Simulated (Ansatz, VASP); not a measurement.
W in VASP and in Ansatz

```
W
1.0
     0.00000    2.03000    2.10105
     2.03000    0.00000    2.10105
     2.03000    2.03000    0.00000
W
1
Direct
  0.00000 0.00000 0.00000
```

Change from the starting cell: strain +0.0350 x Voigt [0, 0, 1, 0, 0, 0], atoms carried along.

Alike in both runs: task single point; functional PBEsol; k mesh 20 × 20 × 20; occupations gaussian, width 0.15 eV; no spin polarisation.

```csv
,VASP,Ansatz
version,VASP 6.6.1,Ansatz 0.2.0
potentials or method,"VASP PAW PBE potentials, release 64 (W_sv), cutoff 520 eV","scalar-relativistic, plane waves, PAW"
valence electrons in the cell,14,14
```

VASP gave:

* gap on the k mesh at the Fermi level (eV): none
* pressure (GPa): -20.3
* traceless stress, the component that is largest in VASP (GPa): 5.55

Task: What did Ansatz give for the same quantities?

Result: gap on the k mesh at the Fermi level (eV): none; pressure (GPa): -20.6; traceless stress, the component that is largest in VASP (GPa): 5.53.

VASP's potentials were made for PBE, not for PBEsol. A gap of «none» marks a metal or a gap that the smearing closes.

Neither program's run includes spin-orbit coupling.
